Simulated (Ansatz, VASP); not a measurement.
# Two plane-wave programs on SiO2

The input INCAR:

```
ALGO     = Normal         # electronic algorithm
EDIFF    = 1E-6           # SCF threshold, eV
ENCUT    = 520            # plane-wave cutoff, eV
GGA      = PE             # functional
ISIF     = 2              # what is computed and relaxed
ISMEAR   = 0              # smearing method
LASPH    = True           # aspherical terms in the spheres
LCHARG   = True           # write CHGCAR
LELF     = True           # ELF
LREAL    = False          # projectors in reciprocal space
LVHAR    = True         
LWAVE    = False          # write WAVECAR
NBANDS   = 34             # bands
NELM     = 100            # most SCF steps
PREC     = Accurate       # precision mode
SIGMA    = 0.01           # smearing width, eV
```

Contents of KPOINTS:

```
k-points
0
Gamma
  6 6 4
```

File POSCAR:

```
SiO2
1.0
    5.0009566840      0.0000000000      0.0000000000
   -2.5004783420      4.3309555315      0.0000000000
    0.0000000000      0.0000000000      5.4705284757
Si O
3 6
Direct
    0.5000000000      0.5000000000      0.3333333333
    0.0000000000      0.5000000000      0.6666666667
    0.5000000000      0.0000000000      0.0000000000
    0.2080061346      0.7919938654      0.8333333333
    0.4160122692      0.2080061346      0.1666666667
    0.2080061346      0.4160122692      0.5000000000
    0.7919938654      0.2080061346      0.8333333333
    0.5839877308      0.7919938654      0.1666666667
    0.7919938654      0.5839877308      0.5000000000
```

Input for Ansatz:

```yaml
crystal:
  lattice:
    - [5.000956684, 0.0, 0.0]
    - [-2.500478342, 4.3309555315, 0.0]
    - [0.0, 0.0, 5.4705284757]
  atoms:
    - { symbol: Si, position: [0.5, 0.5, 0.3333333333] }
    - { symbol: Si, position: [0.0, 0.5, 0.6666666667] }
    - { symbol: Si, position: [0.5, 0.0, 0.0] }
    - { symbol: O, position: [0.2080061346, 0.7919938654, 0.8333333333] }
    - { symbol: O, position: [0.4160122692, 0.2080061346, 0.1666666667] }
    - { symbol: O, position: [0.2080061346, 0.4160122692, 0.5] }
    - { symbol: O, position: [0.7919938654, 0.2080061346, 0.8333333333] }
    - { symbol: O, position: [0.5839877308, 0.7919938654, 0.1666666667] }
    - { symbol: O, position: [0.7919938654, 0.5839877308, 0.5] }
kpoints:
  mp_grid: { grid: [6, 6, 4] }
hamiltonian:
  xc: pbe
scf:
  occupations: { method: fixed }
  n_extra_bands: 6
output:
  forces: true
  stress: true
  eigenvalues: true
```

Alike in both runs: task single point; functional PBE; k mesh 6 × 6 × 4; no spin polarisation.

```csv
,VASP,Ansatz
version,VASP 6.6.1,Ansatz 0.2.0
potentials or method,"VASP PAW PBE potentials, release 64 (Si, O)","plane waves, PAW"
plane-wave cutoff (eV),520,420
occupations,"gaussian, width 0.01 eV",fixed
valence electrons in the cell,48,48
```

Ansatz gave:

```
gap on the k mesh at the Fermi level (eV)                     : 5.91
pressure (GPa)                                                : 12.2
traceless stress, the component that is largest in VASP (GPa) : 0.04
rms of the force components (eV/Å)                            : 0.235
```

Q: What did VASP give for the same quantities?

A: gap on the k mesh at the Fermi level (eV): 5.91; pressure (GPa): 12.4; traceless stress, the component that is largest in VASP (GPa): 0.08; rms of the force components (eV/Å): 0.229.

Atom by atom the forces differ by 0.006 eV/Å (rms over components).
